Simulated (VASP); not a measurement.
# Ti9Ni in VASP: further runs

Ti9Ni is run at these levels: PBE; tasks: single point.

Everything below comes from runs of VASP 6.6.1. Logs are shortened: lines on timing, memory, paths and dates and some standing lists are left out, and cuts for length are marked.

## (1) The cell of the first run

The cell holds a disordered packing, 20 atoms: a = 7.337 Å, b = 6.939 Å, c = 7.060 Å, α = 89.51°, β = 88.05°, γ = 92.60°.

## (2) Single point, PBE

INCAR

```
PREC = Accurate ; ENCUT = 400
EDIFF = 1E-6 ; ISMEAR = -1
SIGMA = 0.0957 ; LREAL = Auto
LASPH = T ; NELM = 120
ALGO = Normal ; ISIF = 2
LWAVE = F ; LCHARG = F
GGA = PE ; NBANDS = 134
ISYM = -1 ; GGA_COMPAT = F
```

KPOINTS

```
explicit points
1
Reciprocal
  0.25000000   0.25000000   0.25000000 1
```

POSCAR

```
Ti9Ni
1.0
    7.3338560000     -0.1618810000      0.1227960000
   -0.1618810000      6.9367480000      0.0315590000
    0.1227960000      0.0315590000      7.0584070000
Ti Ni
18 2
Direct
    0.1597404135      0.2245639071      0.5748187238
    0.9815617246      0.0354618476      0.8915457845
    0.8071672129      0.1344238082      0.5619934943
    0.5895415824      0.5432993634      0.0879244661
    0.7093383181     -0.0353595063      0.1379758921
    0.2368014966      0.8136169339      0.7104795440
    0.3340265425      0.8799987381      0.0740538193
    0.2221847225      0.5854965906      0.3118343725
    0.4364830630      0.2307535791      0.2674003176
    0.4615267730      0.9483849712      0.4612903842
    0.9453884052      0.3219558103      0.2195600908
    0.4322361903      0.5164014665      0.6442848947
    0.7404088860      0.5970036345      0.3953662509
    0.2291249368      0.3575789001      0.9491509262
    0.7187901967      0.7707736960      0.7446237645
    0.5232585149      0.1737225102      0.8551074539
    0.9574747606      0.6650366117      0.0274909110
    0.0529338226      0.9141575031      0.3840980042
    0.0408773172      0.5231540828      0.5731241071
    0.8556944278      0.4031196528      0.8538364384
```

Potentials or basis: VASP PAW PBE potentials, release 64 (Ti_sv, Ni).

Started as:

```sh
$ cat potpaw_PBE.64/Ti_sv/POTCAR potpaw_PBE.64/Ni/POTCAR > POTCAR
$ mpirun -np 1 vasp_std > vasp.out
```

OUTCAR:

```text
PREC = Accurate
   ENCUT = 400
   EDIFF = 1E-6
   ISMEAR = -1
   LREAL = Auto
   LASPH = T
   NELM = 120
   ISIF = 2
   GGA = PE
   ISYM = -1

 ion  position               nearest neighbor table
   1  0.160  0.225  0.575-  19 2.28   3 2.64  18 2.65   2 2.83  12 2.84  14 2.86   9 2.92
   2  0.982  0.035  0.892-   5 2.63  17 2.73   6 2.76  20 2.77   3 2.79  15 2.83   1 2.83  14 2.86

   3  0.807  0.134  0.562-   1 2.64  18 2.70   2 2.79  20 2.81  15 2.86  11 2.87  10 2.91  16 2.91

   4  0.590  0.543  0.088-  13 2.49   9 2.68  20 2.73  17 2.81
   5  0.709  0.965  0.138-   2 2.63   7 2.84  10 2.87  16 2.88   9 2.91  17 2.92
   6  0.237  0.814  0.710-  10 2.51  12 2.60  19 2.63   7 2.72   2 2.76  18 2.81
   7  0.334  0.880  0.074-   8 2.71   6 2.72  16 2.83   5 2.84   9 2.88
   8  0.222  0.585  0.312-  19 2.26  18 2.69   7 2.71  11 2.77  12 2.90  17 2.91
   9  0.436  0.231  0.267-  10 2.40   4 2.68   7 2.88  14 2.91   5 2.91   1 2.92
  10  0.462  0.948  0.461-   9 2.40   6 2.51   5 2.87   3 2.91
  11  0.945  0.322  0.220-  17 2.73  20 2.75  13 2.76   8 2.77  14 2.78   3 2.87  19 2.96
  12  0.432  0.516  0.644-   6 2.60  14 2.77  15 2.80   1 2.84  13 2.85   8 2.90  16 2.91  19 2.93

  13  0.740  0.597  0.395-   4 2.49  19 2.64  15 2.76  11 2.76  12 2.85
  14  0.229  0.358  0.949-  16 2.63  12 2.77  11 2.78   2 2.86   1 2.86  20 2.87   9 2.91
  15  0.719  0.771  0.745-  13 2.76  12 2.80  17 2.81   2 2.83   3 2.86  20 2.89
  16  0.523  0.174  0.855-  14 2.63   7 2.83  20 2.85   5 2.88   3 2.91  12 2.91
  17  0.957  0.665  0.027-  20 2.31  11 2.73   2 2.73   4 2.81  15 2.81   8 2.91   5 2.92
  18  0.053  0.914  0.384-   1 2.65   8 2.69   3 2.70   6 2.81
  19  0.041  0.523  0.573-   8 2.26   1 2.28  20 2.48   6 2.63  13 2.64  12 2.93  11 2.96
  20  0.856  0.403  0.854-  17 2.31  19 2.48   4 2.73  11 2.75   2 2.77   3 2.81  16 2.85  14 2.87
                            15 2.89

IMPORTANT INFORMATION: All symmetrisations will be switched off!
NOSYMM: (Re-)initialisation of all symmetry stuff for point group C_1.

----------------------------------------------------------------------------------------

                                     Primitive cell

  volume of cell :     358.7850

  direct lattice vectors                    reciprocal lattice vectors
     7.333856000 -0.161881000  0.122796000     0.136464443  0.003195500 -0.002388377
    -0.161881000  6.936748000  0.031559000     0.003195500  0.144237530 -0.000700496
     0.122796000  0.031559000  7.058407000    -0.002388377 -0.000700496  0.141719710

  length of vectors
     7.336670099  6.938708399  7.059545609     0.136522744  0.144274623  0.141741565

  position of ions in fractional coordinates (direct lattice)
     0.159740414  0.224563907  0.574818724
     0.981561725  0.035461848  0.891545785
     0.807167213  0.134423808  0.561993494
     0.589541582  0.543299363  0.087924466
     0.709338318  0.964640494  0.137975892
     0.236801497  0.813616934  0.710479544
[... 12 lines left out ...]
     0.040877317  0.523154083  0.573124107
     0.855694428  0.403119653  0.853836438

  ion indices of the primitive-cell ions
   primitive index   ion index
                 1           1
                 2           2
                 3           3
                 4           4
                 5           5
                 6           6
[... 12 lines left out ...]
                19          19
                20          20

----------------------------------------------------------------------------------------

 KPOINTS: explicit points

Read explicit list of k-points.

 Found      1 k-points:

 Following reciprocal coordinates:
            Coordinates               Weight
  0.250000  0.250000  0.250000      1.000000
   k-points           NKPTS =      1   k-points in BZ     NKDIM =      1   number of bands    NBANDS=    134
   number of dos      NEDOS =    301   number of ions     NIONS =     20
   total plane-waves  NPLWV = 110592
   dimension x,y,z NGX =    48 NGY =   48 NGZ =   48
   dimension x,y,z NGXF=    96 NGYF=   96 NGZF=   96
   ions per type =              18   2
   NGX,Y,Z   is equivalent  to a cutoff of  10.88, 11.50, 11.30 a.u.
   NGXF,Y,Z  is equivalent  to a cutoff of  21.75, 23.00, 22.61 a.u.
 SYSTEM =  unknown system
   PREC   = accura    normal or accurate (medium, high low for compatibility)
   ISTART =      0    job   : 0-new  1-cont  2-samecut
   ICHARG =      2    charge: 1-file 2-atom 10-const
   ISPIN  =      1    spin polarized calculation?
   LNONCOLLINEAR =      F non collinear calculations
   LSORBIT =      F    spin-orbit coupling
   LASPH  =      T    aspherical Exc in radial PAW
   ENCUT  =  400.0 eV  29.40 Ry    5.42 a.u.  11.96 11.32 11.51*2*pi/ulx,y,z
   NELM   =    120;   NELMIN=  2; NELMDL= -5     # of ELM steps
   EDIFF  = 0.1E-05   stopping-criterion for ELM
   LREAL  =      T    real-space projection
   EDIFFG = 0.1E-04   stopping-criterion for IOM
   NSW    =      0    number of steps for IOM
   IBRION =     -1    ionic relax: 0-MD 1-quasi-New 2-CG
   NFREE  =      0    steps in history (QN), initial steepest desc. (CG)
   ISIF   =      2    stress and relaxation
   ISYM   =     -1    0-nonsym 1-usesym 2-fastsym
   POTIM  = 0.5000    time-step for ionic-motion
   TEBEG  =    0.0;   TEEND  =   0.0 temperature during run
   PSTRESS=    0.0 pullay stress
   NELECT =     236.0000    total number of electrons
   NUPDOWN=      -1.0000    fix difference up-down
   EMIN   =  10.00;   EMAX   =-10.00  energy-range for DOS
   EFERMI =   0.00;   METHOD = LEGACY
   ISMEAR =    -1;   SIGMA  =   0.10  broadening in eV -4-tet -1-fermi 0-gaus
   EFERMI_NEDOS =   21; number of points for ismear=-14 and -15
   IALGO  =     38    algorithm
   IMIX   =      4    mixing-type and parameters
     AMIX     =   0.40;   BMIX     =  1.00
     AMIX_MAG =   1.60;   BMIX_MAG =  1.00
  volume/ion in A,a.u.               =      17.94       121.06
  Fermi-wavevector in a.u.,A,eV,Ry     =   1.423751  2.690499 27.579924  2.027067
  Thomas-Fermi vector in A             =   2.544315
   LORBIT       =      0    0 simple, 1 ext, 2 COOP (PROOUT), +10 PAW based schemes
   GGA     = PE    functional components
   LHFCALC =     F    Hartree Fock is set to
   AEXX    =    0.0000 exact exchange contribution
   IVDW    =     0    specifies the selected vdW correction
   LEPSILON=     F    determine dielectric tensor
   LRPA    =     F    only Hartree local field effects (RPA)
 non-spin polarized calculation
  energy-cutoff  :      400.00
  volume of cell :      358.78
 maximum number of plane-waves:      6521
 NGX is ok and might be reduce to    48
   NGX = 23   NGY = 23   NGZ = 23

 number of electron     236.0000004 magnetization

 Free energy of the ion-electron system (eV)
  ---------------------------------------------------
  ext. energy  EPLUGINS =         0.00000000
  ---------------------------------------------------
  free energy    TOTEN  =      -148.38547108 eV

  energy without entropy =     -147.42346212  energy(sigma->0) =     -147.90446660

 E-fermi :   7.4671     XC(G=0): -11.2182

 val. band max:        7.4398909277   @ k =   0.2500   0.2500   0.2500
 cond. band min:       7.4915150174   @ k =   0.2500   0.2500   0.2500
 fundamental gap:      0.0516240897
 Fermi energy:         7.4670835674

 k-point     1 :       0.2500    0.2500    0.2500
  band No.  band energies     occupation
      1     -49.3136      2.00000
      2     -49.2760      2.00000
      3     -49.2499      2.00000
      4     -49.2450      2.00000
      5     -49.2126      2.00000
      6     -49.2044      2.00000
[... 122 lines left out ...]
    129       8.1703      0.00129
    130       8.2035      0.00091
 [bands above 130 left out]

------------------------ aborting loop because EDIFF is reached ----------------------------------------

  FORCE on cell =-STRESS in cart. coord.  units (eV):
  Direction    XX          YY          ZZ          XY          YZ          ZX
  --------------------------------------------------------------------------------------
  -------------------------------------------------------------------------------------
  Total      -14.5673730     -9.9409924     -6.8449070      3.2225948     -1.2857480     -7.1243192
  in kB      -65.0515352    -44.3921367    -30.5663698     14.3907032     -5.7415898    -31.8141025
  external PRESSURE =     -46.6700139 kB  Pullay stress =       0.0000000 kB

 VOLUME and BASIS-vectors are now :
 -----------------------------------------------------------------------------
  energy-cutoff  :      400.00
  volume of cell :      358.78
      direct lattice vectors                 reciprocal lattice vectors
     7.333856000 -0.161881000  0.122796000     0.136464443  0.003195500 -0.002388377
    -0.161881000  6.936748000  0.031559000     0.003195500  0.144237530 -0.000700496
     0.122796000  0.031559000  7.058407000    -0.002388377 -0.000700496  0.141719710

 POSITION                                       TOTAL-FORCE (eV/Angst)
 -----------------------------------------------------------------------------------
      1.20575      1.55002      4.08401         1.184289     -0.185186      0.071586
      7.30237      0.11523      6.41454         0.508463      0.175293     -0.104100
      5.96690      0.81953      4.07014        -0.978798      0.786684     -0.049087
      4.24646      3.67607      0.71015        -0.629759     -0.199404     -1.047832
      5.06297      6.58099      1.09144        -0.208238      0.000486      0.490234
      1.69220      5.62794      5.06961        -0.827101      0.201430      0.460954
[... 12 lines left out ...]
      0.28548      3.64046      4.06687        -1.229970      0.694011      0.999196
      6.31513      2.68476      6.14452        -0.619733     -0.965115     -0.334987
 -----------------------------------------------------------------------------------
    total drift:                                0.001665     -0.008860     -0.009762

  FREE ENERGIE OF THE ION-ELECTRON SYSTEM (eV)
  ---------------------------------------------------
  free  energy   TOTEN  =      -148.3854710779 eV

  energy  without entropy=     -147.4234621187  energy(sigma->0) =     -147.90446660
```

Wall time 2.4 min (1 thread of Intel Xeon Platinum 8259CL at 2.50GHz (Skylake/Cascade Lake), shared host); peak memory 0.33 GiB.

Results:

* Free energy: -148.3855 eV
* Pressure: -4.7 GPa
* Largest force: 1.730 eV/Å

Forces in eV/Å, atoms in the order of the input:
```
Ti   1.184 -0.185  0.072
Ti   0.508  0.175 -0.104
Ti  -0.979  0.787 -0.049
Ti  -0.630 -0.199 -1.048
Ti  -0.208  0.000  0.490
Ti  -0.827  0.201  0.461
Ti  -0.035  0.608 -0.235
Ti   1.369 -0.081 -0.216
Ti  -0.181  0.594 -0.183
Ti   0.341 -1.344 -0.026
Ti  -0.300 -0.734 -0.334
Ti   0.425 -1.037 -0.363
Ti   0.710  0.288  1.043
Ti  -0.196  0.863  0.713
Ti  -0.223  0.331  0.016
Ti   0.703 -0.290 -0.585
Ti   0.489  0.468  0.429
Ti  -0.301 -0.173 -0.744
Ni  -1.230  0.694  0.999
Ni  -0.620 -0.965 -0.335
```

Caveat: the atoms stand as in a frame of molecular dynamics.

## (3) Single point, PBE

INCAR

```
  PREC = Accurate
  ENCUT = 400
  EDIFF = 1E-6
  ISMEAR = -1
  SIGMA = 0.0957
  LREAL = Auto
  LASPH = T
  NELM = 120
  ALGO = Normal
  ISIF = 2
  LWAVE = F
  LCHARG = F
  GGA = PE
  NBANDS = 134
  ISYM = -1
  GGA_COMPAT = F
```

KPOINTS is that of step 2.

POSCAR

```
Ti9Ni
1.0
    7.3338560000     -0.1618810000      0.1227960000
   -0.1618810000      6.9367480000      0.0315590000
    0.1227960000      0.0315590000      7.0584070000
Ti Ni
18 2
Direct
    0.2147487814      0.2318094833      0.5759300977
    0.9793699426      0.0765076343      0.8894833897
    0.7627538938      0.1326434516      0.5030313183
    0.5523873480      0.5638951953      0.0395179925
    0.6722053089     -0.0585994504      0.1222753543
    0.1914487041      0.8281294067      0.7297728693
    0.3096777182      0.9089272947      0.0573004615
    0.2643433829      0.5488878786      0.3476433617
    0.4400162445      0.2176232205      0.2680322620
    0.4714687781      0.8692232005      0.4815596076
    0.9519551143      0.2907266774      0.2394165818
    0.4557848544      0.4701877068      0.6730021079
    0.7364885569      0.6329348256      0.3969111389
    0.2223298840      0.3992603284      0.9687474132
    0.7194561129      0.7924326251      0.7773645365
    0.5655239700      0.1919623081      0.8450657181
    0.9226294801      0.6688928551      0.0356794672
    0.0380047463      0.9110412693      0.3445465270
    0.0067870615      0.5123496262      0.5713568705
    0.8703232575      0.3568720385      0.8518140510
```

Potentials or basis: VASP PAW PBE potentials, release 64 (Ti_sv, Ni).

Started as:

```sh
$ cat potpaw_PBE.64/Ti_sv/POTCAR potpaw_PBE.64/Ni/POTCAR > POTCAR
$ mpirun -np 1 vasp_std > vasp.out
```

Wall time 2.3 min (1 thread of Intel Xeon Platinum 8259CL at 2.50GHz (Skylake/Cascade Lake), shared host); peak memory 0.32 GiB.

The run converged. Its results:

```yaml
Free_energy: -147.6678 eV
Pressure: -4.0 GPa
Largest_force: 2.501 eV/Å
```

Forces on the atoms (eV/Å):
```
Ti  -1.471 -1.511  0.874
Ti   0.516 -1.670  0.331
Ti   0.328 -0.051  0.757
Ti  -0.343 -0.342  1.028
Ti   0.776  0.400  1.231
Ti  -0.300 -1.547 -1.110
Ti   0.159 -0.146  0.011
Ti  -0.136  1.275 -0.593
Ti  -0.134  0.263 -0.072
Ti  -0.223  0.836 -0.339
Ti   0.046  0.978 -0.502
Ti   1.147  1.806 -1.295
Ti   0.372 -0.814  0.026
Ti  -0.029 -0.337 -0.032
Ti   0.013  0.498 -1.620
Ti  -0.711 -1.409  0.275
Ti   1.071 -0.079  0.486
Ti   0.074 -0.217  0.672
Ni  -0.321  0.185  0.125
Ni  -0.836  1.882 -0.254
```

Stress tensor (GPa, compression positive):
```
-6.06  1.39 -2.31
 1.39 -3.17 -0.54
-2.31 -0.54 -2.67
```

Levels at points of the mesh, in eV from the Fermi level:
```tsv
k point	band 116	band 117	band 118	band 119	band 120	band 121
(0.25, 0.25, 0.25)	-0.15	-0.07	-0.01	0.01	0.08	0.15
```

Caveat: the atoms stand as in a frame of molecular dynamics.

## (4) Single point, PBE

INCAR

```
  ALGO = Normal
  EDIFF = 1E-6
  ENCUT = 400
  GGA = PE
  GGA_COMPAT = False
  ISIF = 2
  ISMEAR = -1
  ISYM = -1
  LASPH = True
  LCHARG = True
  LELF = True
  LREAL = Auto
  LVHAR = True
  LWAVE = False
  NBANDS = 134
  NELM = 120
  PREC = Accurate
  SIGMA = 0.0957
```

KPOINTS is that of step 3.

POSCAR

```
Ti9Ni
1.0
    7.3338560000     -0.1618810000      0.1227960000
   -0.1618810000      6.9367480000      0.0315590000
    0.1227960000      0.0315590000      7.0584070000
Ti Ni
18 2
Direct
    0.2005909744      0.1635359864      0.6185221678
    0.9757523892      0.0371313740      0.8740704072
    0.7851929559      0.1337504118      0.5075864025
    0.5553080401      0.5915799392      0.0651434130
    0.6787615029     -0.0267853817      0.1340991136
    0.1916103783      0.7586731257      0.7125952140
    0.3023777471      0.9028366307      0.0659406012
    0.2584634851      0.5778052251      0.3577454180
    0.4425796094      0.2118261908      0.2909256963
    0.4529485012      0.9015431971      0.4309638045
    0.9577680306      0.2988717504      0.2162435268
    0.4953454500      0.5126291250      0.6174770734
    0.7592098862      0.6209110619      0.3562878608
    0.2450925516      0.3340296637      0.9704434687
    0.6667569026      0.7924200591      0.7483765012
    0.5489083570      0.1422894672      0.8297999444
    0.9386352696      0.6754137312      0.0164887008
    0.0397907729      0.8912506231      0.3755313166
   -0.0332795504      0.4901951991      0.5504961000
    0.9066708886      0.3817811347      0.8731666806
```

Started as:

```sh
$ cat potpaw_PBE.64/Ti_sv/POTCAR potpaw_PBE.64/Ni/POTCAR > POTCAR
$ mpirun -np 1 vasp_std > vasp.out
```

It took 2.2 min on 1 thread of Intel Xeon Platinum 8259CL at 2.50GHz (Skylake/Cascade Lake), shared host; peak memory 0.32 GiB.

The run converged. Its results:

```yaml
Free_energy: -148.3037 eV
Pressure: -4.4 GPa
Largest_force: 1.945 eV/Å
```

Forces in eV/Å, atoms in the order of the input:
```
Ti   0.679  1.256 -0.777
Ti  -0.546 -0.247  0.226
Ti  -0.440  0.269  0.514
Ti  -0.490 -1.163 -0.371
Ti   1.362 -0.530  0.061
Ti   0.030 -0.770  0.052
Ti  -0.229  0.243 -0.684
Ti  -0.485 -0.723 -1.110
Ti  -0.245  1.928 -0.085
Ti  -0.156 -1.078  1.223
Ti   0.074 -0.384  0.481
Ti  -0.363 -1.658  0.408
Ti  -0.469  0.500  0.847
Ti   0.440  0.883 -0.060
Ti   0.981  0.503 -0.247
Ti  -0.290  1.178 -0.509
Ti   0.407 -0.006  0.852
Ti   0.198  0.548 -0.344
Ni   0.344 -0.118  0.288
Ni  -0.802 -0.630 -0.765
```

Stress tensor (GPa, compression positive):
```
-7.19  1.34 -1.39
 1.34 -3.77  0.41
-1.39  0.41 -2.17
```

Levels at points of the mesh, in eV from the Fermi level:
| k point | band 115 | band 116 | band 117 | band 118 | band 119 | band 120 | band 121 | band 122 |
| --- | --- | --- | --- | --- | --- | --- | --- | --- |
| (0.25, 0.25, 0.25) | -0.28 | -0.22 | -0.14 | -0.05 | 0.08 | 0.14 | 0.17 | 0.24 |

Caveat: the atoms stand as in a frame of molecular dynamics. Spin polarisation is off, so any magnetic state and its effect on volume and gap are missing.

## (5) Overview

```csv
cell,pressure (GPa),largest force (eV/Å)
"as given, atomic positions A",-4.7,1.73
"as given, atomic positions B",-4.0,2.50
"as given, atomic positions C",-4.4,1.95
```

Alike in all rows: task single point; level PBE; potentials or basis VASP PAW PBE potentials, release 64 (Ti_sv, Ni); no spin polarisation; k mesh 1 × 1 × 1, shifted; cutoff (eV) 400; smearing fermi-dirac 0.0957 eV.

Caveats: the atoms stand as in a frame of molecular dynamics.

Total energies depend on the potentials used, so only differences within one code and one set of settings carry meaning.
